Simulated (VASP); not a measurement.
## Sb: single point with PBE

The system is Sb.

```
Sb
1.0
     5.43523    0.00000    0.00000
    -2.71762    4.70705    0.00000
     0.00000    0.00000    3.24053
Sb
3
Direct
  0.00000 0.00000 0.00000
  0.33333 0.66667 0.50000
  0.66667 0.33333 0.50000
```

This isn't the form of Sb at room conditions, which is rhombohedral.

```
Program             : VASP 6.6.1
Task                : single point
Functional          : PBE
Potentials or basis : VASP PAW PBE potentials, release 64 (Sb)
Cutoff              : 520 eV
k mesh              : 9 × 9 × 13
Occupations         : fermi-dirac, width 0.1 eV
Spin                : no spin polarisation
```

```yaml
Pressure: -0.3 GPa
Band_gap_on_the_k_mesh: zero (an odd number of electrons rules out a gap without spin polarisation)
```

Stress tensor (GPa, compression positive):
```
-0.40  0.00  0.00
 0.00 -0.40  0.00
 0.00  0.00 -0.13
```

Levels at points of the mesh, in eV from the Fermi level:
| k point | band 4 | band 5 | band 6 | band 7 | band 8 | band 9 | band 10 | band 11 | band 12 | band 13 |
| --- | --- | --- | --- | --- | --- | --- | --- | --- | --- | --- |
| (0.00, 0.00, 0.00) | -3.86 | -3.86 | -3.59 | -3.59 | 1.64 | 5.20 | 5.20 | 5.55 | 5.60 | 5.61 |

It took 73 s on 1 thread of Intel Xeon 8259CL, on a shared host, peak memory 0.23 GiB.

Caveat: spin-orbit coupling is left out, which moves the levels of the heavy elements.
